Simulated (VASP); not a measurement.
TeAs3F: relaxation of cell and atoms with PBE

The system is TeAs3F.

```
Te As F
1.0
     5.16365    0.00000    0.00000
    -2.58182    4.47185    0.00000
     0.00000    0.00000    4.88308
Te As F
1 3 1
Direct
  0.33333 0.66667 0.50000
  0.19110 0.80890 0.00000
  0.19110 0.38221 0.00000
  0.61779 0.80890 0.00000
  0.00000 0.00000 0.50000
```

The cell was generated, and may not be a known phase.

```
Program                : VASP 6.6.1
Task                   : relaxation of cell and atoms
Functional             : PBE
Potentials or basis    : VASP PAW PBE potentials, release 64 (Te, As, F)
Cutoff                 : 600 eV
k mesh                 : 6 × 6 × 4
Occupations            : gaussian, width 0.1 eV
Spin                   : no spin polarisation
Dipole correction      : no
Further INCAR settings : ALGO = Normal; EDIFF = 1e-07; IBRION = 2; EDIFFG = -0.04; NSW = 90; ISIF = 3
```

| Property | Result |
| --- | --- |
| Relaxed volume | 27.91 Å³/atom |
| Relaxed cell | a = 5.834 Å, b = 5.834 Å, c = 4.734 Å, α = 90.00°, β = 90.00°, γ = 120.00° |
| Space group after relaxing (to 0.1 Å) | P-6m2 (No. 187) |
| Energy gained by relaxing | 440.9 meV/atom |
| Ionic steps | 15 |
| Pressure after relaxing | 0.1 GPa |
| Largest force after relaxing | 0.011 eV/Å |
| Band gap on the k mesh | zero (bands 14 and 15 overlap by 1.01 eV) |

Forces on the atoms (eV/Å):
```
Te   0.000  0.000  0.000
As   0.009 -0.005  0.000
As   0.000  0.011  0.000
As  -0.009 -0.005  0.000
F    0.000  0.000  0.000
```

Stress tensor (GPa, compression positive):
```
0.17 0.00 0.00
0.00 0.17 0.00
0.00 0.00 0.03
```

Step by step:
| step | energy change (eV) | largest force (eV/Å) | pressure (GPa) | volume (Å³) |
| --- | --- | --- | --- | --- |
| 1 | 0.0000 | 6.1162 | 22.37 | 112.76 |
| 2 | -0.4098 | 1.2258 | -8.37 | 172.32 |
| 3 | -0.8680 | 0.5330 | -7.35 | 159.74 |
| 4 | -1.2574 | 0.7157 | -5.90 | 150.40 |
| 5 | -1.9050 | 0.3191 | 0.85 | 130.68 |
| 6 | -1.9048 | 0.3979 | 0.53 | 131.22 |
| 7 | -1.9965 | 0.3588 | -0.01 | 133.56 |
| 8 | -2.1622 | 0.3187 | -1.04 | 138.47 |
| 9 | -1.8161 | 0.4701 | 0.92 | 146.92 |
| 10 | -2.1862 | 0.3502 | -0.99 | 139.89 |
| 11 | -2.1889 | 0.3827 | -0.92 | 140.65 |
| 12 | -2.1788 | 0.3302 | 1.76 | 137.05 |
| 13 | -2.2013 | 0.1027 | 0.18 | 139.07 |
| 14 | -2.2042 | 0.0106 | 0.12 | 139.65 |
| 15 | -2.2044 | 0.0106 | 0.12 | 139.55 |

Final structure:
```
Te As F
1.0
     5.83427    0.00000    0.00000
    -2.91714    5.05263    0.00000
     0.00000    0.00000    4.73389
Te As F
1 3 1
Direct
  0.33333 0.66667 0.50000
  0.18505 0.81495 0.00000
  0.18505 0.37010 0.00000
  0.62990 0.81495 0.00000
  0.00000 0.00000 0.50000
```

Levels at points of the mesh, in eV from the Fermi level:
| k point | band 11 | band 12 | band 13 | band 14 | band 15 | band 16 | band 17 | band 18 |
| --- | --- | --- | --- | --- | --- | --- | --- | --- |
| (0.00, 0.00, 0.00) | -1.94 | -1.94 | -0.15 | -0.15 | -0.04 | -0.04 | 3.59 | 4.29 |
| (0.50, 0.00, 0.00) | -1.88 | -1.41 | -0.59 | -0.23 | -0.04 | 0.04 | 1.19 | 1.28 |
| (0.00, 0.00, 0.50) | -1.65 | -1.65 | -1.64 | 0.04 | 1.36 | 3.38 | 3.38 | 3.95 |
| (0.50, 0.00, 0.50) | -1.59 | -1.46 | -1.22 | 0.77 | 1.04 | 1.07 | 1.47 | 2.72 |

Wall time 23 min on 1 thread of Intel Xeon 8259CL, on a shared host, peak memory 0.3 GiB.

Caveat: the volume moved by over 15 % at a fixed basis, so the end points are rough; spin-orbit coupling is left out, which moves the levels of the heavy elements.
